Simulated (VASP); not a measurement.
# BaZrO3 (Pm-3m) in VASP: density of states with PBE

Aim: the density of states of BaZrO3 with PBE.

All numbers are computed with VASP 6.6.1; they aren't measurements. Logs are shortened: lines on timing, memory, paths and dates and some standing lists are left out, and cuts for length are marked.

### 1 The cell of the first run

Symmetry: Pm-3m, No. 221, cubic system. The conventional cell has a = 4.191 Å, b = 4.191 Å, c = 4.191 Å, α = 90.00°, β = 90.00°, γ = 90.00°. Within 3.9 Å of Ba (site symmetry m-3m) lie 12 O at 2.96 Å and 8 Zr at 3.63 Å. Zr (site symmetry m-3m) has 6 O at 2.10 Å within 2.8 Å. O (site symmetry 4/mmm) has 2 Zr at 2.10 Å within 2.8 Å.

### 2 Density of states, PBE

The input, POSCAR:

```
BaZrO3
1.0
    4.1913400000      0.0000000000      0.0000000000
    0.0000000000      4.1913400000      0.0000000000
    0.0000000000      0.0000000000      4.1913400000
Ba Zr O
1 1 3
Direct
    0.0000000000      0.0000000000      0.0000000000
    0.5000000000      0.5000000000      0.5000000000
    0.0000000000      0.5000000000      0.5000000000
    0.5000000000      0.0000000000      0.5000000000
    0.5000000000      0.5000000000      0.0000000000
```

The input, INCAR.step1:

```
PREC = Accurate
ENCUT = 520
EDIFF = 1E-7
ISMEAR = 0
SIGMA = 0.05
LREAL = False
LASPH = True
NELM = 100
ALGO = Normal
ISIF = 2
LWAVE = False
LCHARG = True
LMAXMIX = 4
GGA = PE
NBANDS = 28
```

The input, KPOINTS.step1:

```
Automatic mesh
0
Gamma
  6 6 6
```

The input, INCAR.step2:

```
PREC = Accurate
ENCUT = 520
EDIFF = 1E-7
ISMEAR = -5
SIGMA = 0.05
LREAL = False
LASPH = True
NELM = 100
ALGO = Normal
ISIF = 2
LWAVE = False
LCHARG = False
LMAXMIX = 4
GGA = PE
LORBIT = 11
NEDOS = 1001
ICHARG = 11
```

The input, KPOINTS.step2:

```
Automatic mesh
0
Gamma
  9 9 9
```

Potentials or basis: VASP PAW PBE potentials, release 64 (Ba_sv, Zr_sv, O).

Started as:

```
$ cat potpaw_PBE.64/Ba_sv/POTCAR potpaw_PBE.64/Zr_sv/POTCAR potpaw_PBE.64/O/POTCAR > POTCAR
$ cp INCAR.step1 INCAR
$ cp KPOINTS.step1 KPOINTS
$ mpirun -np 1 vasp_std > vasp.out
$ cp INCAR.step2 INCAR
$ cp KPOINTS.step2 KPOINTS
$ mpirun -np 1 vasp_std > vasp.out
```

OUTCAR:

```text
PREC = Accurate
   ENCUT = 520
   EDIFF = 1E-7
   ISMEAR = -5
   LREAL = False
   LASPH = True
   NELM = 100
   ISIF = 2
   GGA = PE
   LORBIT = 11
   ICHARG = 11

 ion  position               nearest neighbor table
   1  0.000  0.000  0.000-   3 2.96   4 2.96   5 2.96   3 2.96   4 2.96   3 2.96   5 2.96   3 2.96
                             4 2.96   5 2.96   4 2.96   5 2.96   2 3.63   2 3.63   2 3.63   2 3.63
   2  0.500  0.500  0.500-   3 2.10   4 2.10   5 2.10   5 2.10   4 2.10   3 2.10   1 3.63   1 3.63
                             1 3.63   1 3.63   1 3.63   1 3.63   1 3.63   1 3.63
   3  0.000  0.500  0.500-   2 2.10   2 2.10   1 2.96   1 2.96   1 2.96   1 2.96
   4  0.500  0.000  0.500-   2 2.10   2 2.10   1 2.96   1 2.96   1 2.96   1 2.96
   5  0.500  0.500  0.000-   2 2.10   2 2.10   1 2.96   1 2.96   1 2.96   1 2.96

  LATTYP: Found a simple cubic cell.
 ALAT       =     4.1913400000

  Lattice vectors:

 A1 = (   4.1913400000,   0.0000000000,   0.0000000000)
 A2 = (   0.0000000000,   4.1913400000,   0.0000000000)
 A3 = (   0.0000000000,   0.0000000000,   4.1913400000)

Analysis of symmetry for initial positions (statically):
=====================================================================
 Subroutine PRICEL returns:
 Original cell was already a primitive cell.

 Routine SETGRP: Setting up the symmetry group for a
 simple cubic supercell.

 Subroutine GETGRP returns: Found 48 space group operations
[... 9 lines left out ...]

 Routine SETGRP: Setting up the symmetry group for a
 simple cubic supercell.

 Subroutine GETGRP returns: Found 48 space group operations
[... 11 lines left out ...]
                                     Primitive cell

  volume of cell :      73.6307

  direct lattice vectors                    reciprocal lattice vectors
     4.191340000  0.000000000  0.000000000     0.238587182  0.000000000  0.000000000
     0.000000000  4.191340000  0.000000000     0.000000000  0.238587182  0.000000000
     0.000000000  0.000000000  4.191340000     0.000000000  0.000000000  0.238587182

  length of vectors
     4.191340000  4.191340000  4.191340000     0.238587182  0.238587182  0.238587182

  position of ions in fractional coordinates (direct lattice)
     0.000000000  0.000000000  0.000000000
     0.500000000  0.500000000  0.500000000
     0.000000000  0.500000000  0.500000000
     0.500000000  0.000000000  0.500000000
     0.500000000  0.500000000  0.000000000

  ion indices of the primitive-cell ions
   primitive index   ion index
                 1           1
                 2           2
                 3           3
                 4           4
                 5           5

----------------------------------------------------------------------------------------

 KPOINTS: Automatic mesh

Automatic generation of k-mesh.
 Grid dimensions read from file:
 generate k-points for:    9    9    9

 Generating k-lattice:

  Cartesian coordinates                     Fractional coordinates (reciprocal lattice)
     0.026509687  0.000000000  0.000000000     0.111111111  0.000000000  0.000000000
     0.000000000  0.026509687  0.000000000     0.000000000  0.111111111  0.000000000
     0.000000000  0.000000000  0.026509687     0.000000000  0.000000000  0.111111111

  Length of vectors
     0.026509687  0.026509687  0.026509687

  Shift w.r.t. Gamma in fractional coordinates (k-lattice)
     0.000000000  0.000000000  0.000000000

 TETIRR: Found    353 inequivalent tetrahedra from     4374

 Subroutine IBZKPT returns following result:
 ===========================================

 Found     35 irreducible k-points:

 Following reciprocal coordinates:
            Coordinates               Weight
  0.000000  0.000000  0.000000      1.000000
  0.111111  0.000000  0.000000      6.000000
  0.222222  0.000000  0.000000      6.000000
  0.333333  0.000000  0.000000      6.000000
  0.444444  0.000000  0.000000      6.000000
  0.111111  0.111111  0.000000     12.000000
[... 16 lines left out ...]
  0.333333  0.333333  0.111111     24.000000
  0.444444  0.333333  0.111111     48.000000
 [... further k-points ...]
   k-points           NKPTS =     35   k-points in BZ     NKDIM =     35   number of bands    NBANDS=     24
   number of dos      NEDOS =   1001   number of ions     NIONS =      5
   total plane-waves  NPLWV =  32768
   dimension x,y,z NGX =    32 NGY =   32 NGZ =   32
   dimension x,y,z NGXF=    64 NGYF=   64 NGZF=   64
   ions per type =               1   1   3
   NGX,Y,Z   is equivalent  to a cutoff of  12.69, 12.69, 12.69 a.u.
   NGXF,Y,Z  is equivalent  to a cutoff of  25.39, 25.39, 25.39 a.u.
 SYSTEM =  unknown system
   PREC   = accura    normal or accurate (medium, high low for compatibility)
   ISTART =      0    job   : 0-new  1-cont  2-samecut
   ICHARG =     11    charge: 1-file 2-atom 10-const
   ISPIN  =      1    spin polarized calculation?
   LNONCOLLINEAR =      F non collinear calculations
   LSORBIT =      F    spin-orbit coupling
   LASPH  =      T    aspherical Exc in radial PAW
   ENCUT  =  520.0 eV  38.22 Ry    6.18 a.u.   7.79  7.79  7.79*2*pi/ulx,y,z
   NELM   =    100;   NELMIN=  2; NELMDL=  0     # of ELM steps
   EDIFF  = 0.1E-06   stopping-criterion for ELM
   LREAL  =      F    real-space projection
   EDIFFG = 0.1E-05   stopping-criterion for IOM
   NSW    =      0    number of steps for IOM
   IBRION =     -1    ionic relax: 0-MD 1-quasi-New 2-CG
   NFREE  =      0    steps in history (QN), initial steepest desc. (CG)
   ISIF   =      2    stress and relaxation
   ISYM   =      2    0-nonsym 1-usesym 2-fastsym
   POTIM  = 0.5000    time-step for ionic-motion
   TEBEG  =    0.0;   TEEND  =   0.0 temperature during run
   PSTRESS=    0.0 pullay stress
   NELECT =      40.0000    total number of electrons
   NUPDOWN=      -1.0000    fix difference up-down
   EMIN   =  10.00;   EMAX   =-10.00  energy-range for DOS
   EFERMI =   0.00;   METHOD = LEGACY
   ISMEAR =    -5;   SIGMA  =   0.05  broadening in eV -4-tet -1-fermi 0-gaus
   EFERMI_NEDOS =   21; number of points for ismear=-14 and -15
   IALGO  =     38    algorithm
   IMIX   =      4    mixing-type and parameters
     AMIX     =   0.40;   BMIX     =  1.00
     AMIX_MAG =   1.60;   BMIX_MAG =  1.00
  volume/ion in A,a.u.               =      14.73        99.38
  Fermi-wavevector in a.u.,A,eV,Ry     =   1.335802  2.524299 24.277770  1.784366
  Thomas-Fermi vector in A             =   2.464478
   LORBIT       =     11    0 simple, 1 ext, 2 COOP (PROOUT), +10 PAW based schemes
   GGA     = PE    functional components
   LHFCALC =     F    Hartree Fock is set to
   AEXX    =    0.0000 exact exchange contribution
   IVDW    =     0    specifies the selected vdW correction
   LEPSILON=     F    determine dielectric tensor
   LRPA    =     F    only Hartree local field effects (RPA)
 non-spin polarized calculation
 Fermi weights with tetrahedron method with Bloechl corrections
  energy-cutoff  :      520.00
  volume of cell :       73.63
 maximum number of plane-waves:      2003
 NGX is ok and might be reduce to    32

 number of electron      40.0000000 magnetization

 Free energy of the ion-electron system (eV)
  ---------------------------------------------------
  ext. energy  EPLUGINS =         0.00000000
  ---------------------------------------------------
  free energy    TOTEN  =       -41.68643165 eV

  energy without entropy =      -41.68643165  energy(sigma->0) =      -41.68643165

 E-fermi :   3.7689     XC(G=0): -10.7713

 val. band max:        3.7559400794   @ k =   0.4444   0.4444   0.4444
 cond. band min:       6.9786568242   @ k =   0.0000   0.0000   0.0000
 fundamental gap:      3.2227167449
 Fermi energy:         3.7688755110

 k-point     1 :       0.0000    0.0000    0.0000
  band No.  band energies     occupation
      1     -43.2297      2.00000
      2     -21.5263      2.00000
      3     -21.3908      2.00000
      4     -21.3908      2.00000
      5     -21.3908      2.00000
      6     -12.5827      2.00000
[... 16 lines left out ...]
     23       6.9787      0.00000
     24       8.4436      0.00000

 k-point     2 :       0.1111    0.0000    0.0000
  band No.  band energies     occupation
      1     -43.2293      2.00000
      2     -21.5650      2.00000
      3     -21.3900      2.00000
      4     -21.3900      2.00000
      5     -21.3752      2.00000
      6     -12.5758      2.00000
[... 16 lines left out ...]
     23       7.2666      0.00000
     24       8.6478      0.00000

 k-point     3 :       0.2222    0.0000    0.0000
  band No.  band energies     occupation
      1     -43.2283      2.00000
      2     -21.6491      2.00000
      3     -21.3880      2.00000
      4     -21.3880      2.00000
      5     -21.3476      2.00000
      6     -12.6189      2.00000
[... 16 lines left out ...]
     23       7.9738      0.00000
     24       9.1598      0.00000

 k-point     4 :       0.3333    0.0000    0.0000
  band No.  band energies     occupation
      1     -43.2271      2.00000
      2     -21.7350      2.00000
      3     -21.3856      2.00000
      4     -21.3856      2.00000
      5     -21.3232      2.00000
      6     -12.6941      2.00000
[... 16 lines left out ...]
     23       8.8029      0.00000
     24       9.7521      0.00000

 k-point     5 :       0.4444    0.0000    0.0000
  band No.  band energies     occupation
      1     -43.2264      2.00000
      2     -21.7880      2.00000
      3     -21.3841      2.00000
      4     -21.3841      2.00000
      5     -21.3087      2.00000
      6     -12.7465      2.00000
[... 16 lines left out ...]
     23       9.4090      0.00000
     24      10.1628      0.00000

 k-point     6 :       0.1111    0.1111    0.0000
  band No.  band energies     occupation
      1     -43.2289      2.00000
      2     -21.5838      2.00000
      3     -21.4206      2.00000
      4     -21.3892      2.00000
      5     -21.3486      2.00000
      6     -12.5528      2.00000
[... 16 lines left out ...]
     23       7.4746      0.00000
     24       8.8611      0.00000
[... 379 lines left out ...]
 k-point    21 :       0.3333    0.2222    0.1111
  band No.  band energies     occupation
      1     -43.2254      2.00000
      2     -21.6835      2.00000
      3     -21.5067      2.00000
      4     -21.4193      2.00000
      5     -21.3307      2.00000
      6     -12.4342      2.00000
[... 16 lines left out ...]
     23       9.0579      0.00000
     24      10.5493      0.00000

 k-point    22 :       0.4444    0.2222    0.1111
  band No.  band energies     occupation
      1     -43.2246      2.00000
      2     -21.7252      2.00000
      3     -21.4928      2.00000
      4     -21.4133      2.00000
      5     -21.3483      2.00000
      6     -12.4514      2.00000
[... 16 lines left out ...]
     23       9.5456      0.00000
     24      10.8662      0.00000

 k-point    23 :       0.3333    0.3333    0.1111
  band No.  band energies     occupation
      1     -43.2243      2.00000
      2     -21.6591      2.00000
      3     -21.5747      2.00000
      4     -21.4162      2.00000
      5     -21.3567      2.00000
      6     -12.3776      2.00000
[... 16 lines left out ...]
     23       9.4247      0.00000
     24      10.9492      0.00000

 k-point    24 :       0.4444    0.3333    0.1111
  band No.  band energies     occupation
      1     -43.2235      2.00000
      2     -21.6767      2.00000
      3     -21.5765      2.00000
      4     -21.4113      2.00000
      5     -21.3838      2.00000
      6     -12.3599      2.00000
[... 16 lines left out ...]
     23       9.8604      0.00000
     24      10.7285      0.00000

 [... further k-points ...]
[... 5 lines left out ...]
  --------------------------------------------------------------------------------------
  -------------------------------------------------------------------------------------
  Total        2.3398689      2.3398689      2.3398689      0.0000000     -0.0000000      0.0000000
  in kB       50.9147289     50.9147289     50.9147289      0.0000000     -0.0000000      0.0000000
  external PRESSURE =      50.9147289 kB  Pullay stress =       0.0000000 kB

 VOLUME and BASIS-vectors are now :
 -----------------------------------------------------------------------------
  energy-cutoff  :      520.00
  volume of cell :       73.63
      direct lattice vectors                 reciprocal lattice vectors
     4.191340000  0.000000000  0.000000000     0.238587182  0.000000000  0.000000000
     0.000000000  4.191340000  0.000000000     0.000000000  0.238587182  0.000000000
     0.000000000  0.000000000  4.191340000     0.000000000  0.000000000  0.238587182

 POSITION                                       TOTAL-FORCE (eV/Angst)
 -----------------------------------------------------------------------------------
      0.00000      0.00000      0.00000         0.000000      0.000000      0.000000
      2.09567      2.09567      2.09567         0.000000      0.000000      0.000000
      0.00000      2.09567      2.09567         0.000000      0.000000      0.000000
      2.09567      0.00000      2.09567         0.000000      0.000000      0.000000
      2.09567      2.09567      0.00000         0.000000      0.000000      0.000000
 -----------------------------------------------------------------------------------
    total drift:                                0.000000     -0.000000     -0.000000

  FREE ENERGIE OF THE ION-ELECTRON SYSTEM (eV)
  ---------------------------------------------------
  free  energy   TOTEN  =       -41.6864316512 eV

  energy  without entropy=      -41.6864316512  energy(sigma->0) =      -41.68643165

 total charge

# of ion       s       p       d       tot
------------------------------------------
    1        2.002   5.634   0.271   7.907
    2        2.200   6.087   1.432   9.719
    3        1.562   3.487   0.000   5.049
    4        1.562   3.487   0.000   5.049
    5        1.562   3.487   0.000   5.049
--------------------------------------------------
tot          8.887  22.182   1.702  32.771
```

Wall time 26 s (1 thread of Intel Xeon 6975P-C (Granite Rapids), shared host); peak memory 0.21 GiB.

Results:

| Item | Value |
| --- | --- |
| Valence electrons inside the program's atomic spheres | Ba 7.91; Zr 9.72; O 5.05 |

Caveat: spin-orbit coupling is left out, which moves the levels of the heavy elements.
